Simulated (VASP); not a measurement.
# RbBr (Pm-3m) in VASP: further runs

The runs below take RbBr through single point, with PBEsol.

Everything below comes from runs of VASP 6.6.1. Logs are shortened: lines on timing, memory, paths and dates and some standing lists are left out, and cuts for length are marked.

### 1 The cell of the first run

Symmetry: Pm-3m, No. 221, cubic system. The conventional cell has a = 3.574 Å, b = 3.574 Å, c = 3.574 Å, α = 90.00°, β = 90.00°, γ = 90.00°. Rb (site symmetry m-3m) has 8 Br at 3.10 Å and 6 Rb at 3.57 Å within 4.1 Å. Br (site symmetry m-3m) has 8 Rb at 3.10 Å and 6 Br at 3.57 Å within 4.1 Å.

### 2 Single point, PBEsol

INCAR reads:

```
PREC = Accurate ; ENCUT = 520
EDIFF = 1E-6 ; ISMEAR = -1
SIGMA = 0.03 ; LREAL = F
LASPH = T ; NELM = 60
ALGO = Normal ; ISIF = 2
LWAVE = F ; LCHARG = F
GGA = PS ; NBANDS = 15
```

KPOINTS reads:

```
regular mesh
0
Gamma
  7 7 7
```

POSCAR reads:

```
RbBr
1.0
    3.5741695089      0.0000000000      0.0000000000
    0.0000000000      3.5741695089      0.0000000000
    0.0000000000      0.0000000000      3.5741695089
Rb Br
1 1
Direct
    0.0000000000      0.0000000000      0.0000000000
    0.5000000000      0.5000000000      0.5000000000
```

Potentials or basis: VASP PAW PBE potentials, release 64 (Rb_sv, Br).

Run with:

```console
cat potpaw_PBE.64/Rb_sv/POTCAR potpaw_PBE.64/Br/POTCAR > POTCAR
mpirun -np 1 vasp_std > vasp.out
```

OUTCAR:

```text
PREC = Accurate
   ENCUT = 520
   EDIFF = 1E-6
   ISMEAR = -1
   LREAL = F
   LASPH = T
   NELM = 60
   ISIF = 2
   GGA = PS

 ion  position               nearest neighbor table
   1  0.000  0.000  0.000-   2 3.10   2 3.10   2 3.10   2 3.10   2 3.10   2 3.10   2 3.10   2 3.10

   2  0.500  0.500  0.500-   1 3.10   1 3.10   1 3.10   1 3.10   1 3.10   1 3.10   1 3.10   1 3.10

  LATTYP: Found a simple cubic cell.
 ALAT       =     3.5741695089

  Lattice vectors:

 A1 = (   3.5741695089,   0.0000000000,   0.0000000000)
 A2 = (   0.0000000000,   3.5741695089,   0.0000000000)
 A3 = (   0.0000000000,   0.0000000000,   3.5741695089)

Analysis of symmetry for initial positions (statically):
=====================================================================
 Subroutine PRICEL returns:
 Original cell was already a primitive cell.

 Routine SETGRP: Setting up the symmetry group for a
 simple cubic supercell.

 Subroutine GETGRP returns: Found 48 space group operations
 (whereof 48 operations were pure point group operations)
 out of a pool of 48 trial point group operations.

The static configuration has the point symmetry O_h .

Analysis of symmetry for dynamics (positions and initial velocities):
=====================================================================
 Subroutine PRICEL returns:
 Original cell was already a primitive cell.

 Routine SETGRP: Setting up the symmetry group for a
 simple cubic supercell.

 Subroutine GETGRP returns: Found 48 space group operations
 (whereof 48 operations were pure point group operations)
 out of a pool of 48 trial point group operations.

The dynamic configuration has the point symmetry O_h .

 Subroutine INISYM returns: Found 48 space group operations
 (whereof 48 operations are pure point group operations),
 and found     1 'primitive' translations

----------------------------------------------------------------------------------------

                                     Primitive cell

  volume of cell :      45.6589

  direct lattice vectors                    reciprocal lattice vectors
     3.574169509  0.000000000  0.000000000     0.279785275  0.000000000  0.000000000
     0.000000000  3.574169509  0.000000000     0.000000000  0.279785275  0.000000000
     0.000000000  0.000000000  3.574169509     0.000000000  0.000000000  0.279785275

  length of vectors
     3.574169509  3.574169509  3.574169509     0.279785275  0.279785275  0.279785275

  position of ions in fractional coordinates (direct lattice)
     0.000000000  0.000000000  0.000000000
     0.500000000  0.500000000  0.500000000

  ion indices of the primitive-cell ions
   primitive index   ion index
                 1           1
                 2           2

----------------------------------------------------------------------------------------

 KPOINTS: regular mesh

Automatic generation of k-mesh.
 Grid dimensions read from file:
 generate k-points for:    7    7    7

 Generating k-lattice:

  Cartesian coordinates                     Fractional coordinates (reciprocal lattice)
     0.039969325  0.000000000  0.000000000     0.142857143  0.000000000  0.000000000
     0.000000000  0.039969325  0.000000000     0.000000000  0.142857143  0.000000000
     0.000000000  0.000000000  0.039969325     0.000000000  0.000000000  0.142857143

  Length of vectors
     0.039969325  0.039969325  0.039969325

  Shift w.r.t. Gamma in fractional coordinates (k-lattice)
     0.000000000  0.000000000  0.000000000

 Subroutine IBZKPT returns following result:
 ===========================================

 Found     20 irreducible k-points:

 Following reciprocal coordinates:
            Coordinates               Weight
  0.000000  0.000000  0.000000      1.000000
  0.142857  0.000000  0.000000      6.000000
  0.285714  0.000000  0.000000      6.000000
  0.428571  0.000000  0.000000      6.000000
  0.142857  0.142857  0.000000     12.000000
  0.285714  0.142857  0.000000     24.000000
[... 12 lines left out ...]
  0.428571  0.428571  0.285714     24.000000
  0.428571  0.428571  0.428571      8.000000
   k-points           NKPTS =     20   k-points in BZ     NKDIM =     20   number of bands    NBANDS=     15
   number of dos      NEDOS =    301   number of ions     NIONS =      2
   total plane-waves  NPLWV =  21952
   dimension x,y,z NGX =    28 NGY =   28 NGZ =   28
   dimension x,y,z NGXF=    56 NGYF=   56 NGZF=   56
   ions per type =               1   1
   NGX,Y,Z   is equivalent  to a cutoff of  13.02, 13.02, 13.02 a.u.
   NGXF,Y,Z  is equivalent  to a cutoff of  26.05, 26.05, 26.05 a.u.
 SYSTEM =  unknown system
   PREC   = accura    normal or accurate (medium, high low for compatibility)
   ISTART =      0    job   : 0-new  1-cont  2-samecut
   ICHARG =      2    charge: 1-file 2-atom 10-const
   ISPIN  =      1    spin polarized calculation?
   LNONCOLLINEAR =      F non collinear calculations
   LSORBIT =      F    spin-orbit coupling
   LASPH  =      T    aspherical Exc in radial PAW
   ENCUT  =  520.0 eV  38.22 Ry    6.18 a.u.   6.65  6.65  6.65*2*pi/ulx,y,z
   NELM   =     60;   NELMIN=  2; NELMDL= -5     # of ELM steps
   EDIFF  = 0.1E-05   stopping-criterion for ELM
   LREAL  =      F    real-space projection
   EDIFFG = 0.1E-04   stopping-criterion for IOM
   NSW    =      0    number of steps for IOM
   IBRION =     -1    ionic relax: 0-MD 1-quasi-New 2-CG
   NFREE  =      0    steps in history (QN), initial steepest desc. (CG)
   ISIF   =      2    stress and relaxation
   ISYM   =      2    0-nonsym 1-usesym 2-fastsym
   POTIM  = 0.5000    time-step for ionic-motion
   TEBEG  =    0.0;   TEEND  =   0.0 temperature during run
   PSTRESS=    0.0 pullay stress
   NELECT =      16.0000    total number of electrons
   NUPDOWN=      -1.0000    fix difference up-down
   EMIN   =  10.00;   EMAX   =-10.00  energy-range for DOS
   EFERMI =   0.00;   METHOD = LEGACY
   ISMEAR =    -1;   SIGMA  =   0.03  broadening in eV -4-tet -1-fermi 0-gaus
   EFERMI_NEDOS =   21; number of points for ismear=-14 and -15
   IALGO  =     38    algorithm
   IMIX   =      4    mixing-type and parameters
     AMIX     =   0.40;   BMIX     =  1.00
     AMIX_MAG =   1.60;   BMIX_MAG =  1.00
  volume/ion in A,a.u.               =      22.83       154.06
  Fermi-wavevector in a.u.,A,eV,Ry     =   1.154179  2.181081 18.124705  1.332128
  Thomas-Fermi vector in A             =   2.290817
   LORBIT       =      0    0 simple, 1 ext, 2 COOP (PROOUT), +10 PAW based schemes
   GGA     = PS    functional components
   LHFCALC =     F    Hartree Fock is set to
   AEXX    =    0.0000 exact exchange contribution
   IVDW    =     0    specifies the selected vdW correction
   LEPSILON=     F    determine dielectric tensor
   LRPA    =     F    only Hartree local field effects (RPA)
 non-spin polarized calculation
  energy-cutoff  :      520.00
  volume of cell :       45.66
 maximum number of plane-waves:      1247
 NGX is ok and might be reduce to    28
   NGX = 13   NGY = 13   NGZ = 13

 number of electron      16.0000002 magnetization

 Free energy of the ion-electron system (eV)
  ---------------------------------------------------
  ext. energy  EPLUGINS =         0.00000000
  ---------------------------------------------------
  free energy    TOTEN  =        -5.44679465 eV

  energy without entropy =       -5.44679465  energy(sigma->0) =       -5.44679465

 E-fermi :   2.5902     XC(G=0): -10.1293

 val. band max:        1.9624509234   @ k =   0.0000   0.0000   0.0000
 cond. band min:       6.4178587579   @ k =   0.0000   0.0000   0.0000
 fundamental gap:      4.4554078345
 Fermi energy:         2.5901810558

 k-point     1 :       0.0000    0.0000    0.0000
  band No.  band energies     occupation
      1     -22.8751      2.00000
      2     -11.6389      2.00000
      3      -6.7141      2.00000
      4      -6.7141      2.00000
      5      -6.7141      2.00000
      6       1.9625      2.00000
      7       1.9625      2.00000
      8       1.9625      2.00000
      9       6.4179      0.00000
     10       6.4179      0.00000
     11       8.0833      0.00000
     12      12.8962      0.00000
     13      12.8962      0.00000
     14      12.8962      0.00000
     15      16.2798      0.00000

 k-point     2 :       0.1429    0.0000    0.0000
  band No.  band energies     occupation
      1     -22.8496      2.00000
      2     -11.6890      2.00000
      3      -6.7492      2.00000
      4      -6.6710      2.00000
      5      -6.6710      2.00000
      6       1.1607      2.00000
      7       1.8628      2.00000
      8       1.8628      2.00000
      9       6.6358      0.00000
     10       7.2626      0.00000
     11       8.9068      0.00000
     12      12.7854      0.00000
     13      12.7854      0.00000
     14      13.0767      0.00000
     15      14.6468      0.00000

 k-point     3 :       0.2857    0.0000    0.0000
  band No.  band energies     occupation
      1     -22.7914      2.00000
      2     -11.8166      2.00000
      3      -6.7634      2.00000
      4      -6.5707      2.00000
      5      -6.5707      2.00000
      6      -0.1783      2.00000
      7       1.6314      2.00000
      8       1.6314      2.00000
      9       7.2710      0.00000
     10       9.1484      0.00000
     11      10.5784      0.00000
     12      12.3958      0.00000
     13      12.8097      0.00000
     14      12.8097      0.00000
     15      13.5741      0.00000
[... 271 lines left out ...]
 k-point    19 :       0.4286    0.4286    0.2857
  band No.  band energies     occupation
      1     -22.5765      2.00000
      2     -11.0190      2.00000
      3      -7.5396      2.00000
      4      -7.4941      2.00000
      5      -7.0427      2.00000
      6      -0.3682      2.00000
      7      -0.2664      2.00000
      8       0.2512      2.00000
      9       9.4459      0.00000
     10      10.5761      0.00000
     11      10.8071      0.00000
     12      12.1890      0.00000
     13      14.4685      0.00000
     14      14.5903      0.00000
     15      16.7928      0.00000

 k-point    20 :       0.4286    0.4286    0.4286
  band No.  band energies     occupation
      1     -22.5422      2.00000
      2     -10.8606      2.00000
      3      -7.4133      2.00000
      4      -7.3735      2.00000
      5      -7.3735      2.00000
      6      -0.7392      2.00000
      7      -0.7392      2.00000
      8      -0.4933      2.00000
      9      10.8509      0.00000
     10      11.5110      0.00000
     11      11.5110      0.00000
     12      13.8441      0.00000
     13      13.8441      0.00000
     14      13.8991      0.00000
     15      16.8934      0.00000

------------------------ aborting loop because EDIFF is reached ----------------------------------------

  FORCE on cell =-STRESS in cart. coord.  units (eV):
  Direction    XX          YY          ZZ          XY          YZ          ZX
  --------------------------------------------------------------------------------------
  -------------------------------------------------------------------------------------
  Total        5.2368987      5.2368987      5.2368987     -0.0000000      0.0000000     -0.0000000
  in kB      183.7635292    183.7635292    183.7635292     -0.0000000      0.0000000     -0.0000000
  external PRESSURE =     183.7635292 kB  Pullay stress =       0.0000000 kB

 VOLUME and BASIS-vectors are now :
 -----------------------------------------------------------------------------
  energy-cutoff  :      520.00
  volume of cell :       45.66
      direct lattice vectors                 reciprocal lattice vectors
     3.574169509  0.000000000  0.000000000     0.279785275  0.000000000  0.000000000
     0.000000000  3.574169509  0.000000000     0.000000000  0.279785275  0.000000000
     0.000000000  0.000000000  3.574169509     0.000000000  0.000000000  0.279785275

 POSITION                                       TOTAL-FORCE (eV/Angst)
 -----------------------------------------------------------------------------------
      0.00000      0.00000      0.00000         0.000000      0.000000      0.000000
      1.78708      1.78708      1.78708         0.000000      0.000000      0.000000
 -----------------------------------------------------------------------------------
    total drift:                               -0.000000      0.000000      0.000000

  FREE ENERGIE OF THE ION-ELECTRON SYSTEM (eV)
  ---------------------------------------------------
  free  energy   TOTEN  =        -5.4467946536 eV

  energy  without entropy=       -5.4467946536  energy(sigma->0) =       -5.44679465
```

Run time: 10 s. Hardware: 1 thread of Intel Xeon Platinum 8259CL at 2.50GHz (Skylake/Cascade Lake), shared host; peak memory 0.16 GiB.

What came out:

- Free energy: -5.4468 eV
- Pressure: 18.4 GPa
- Band gap on the k mesh: 4.46 eV, direct

Caveat: the PAW data sets were made with another functional, which shifts forces and pressure a little. A k mesh can miss the band edges.

(Continued in part 2 of 2.)
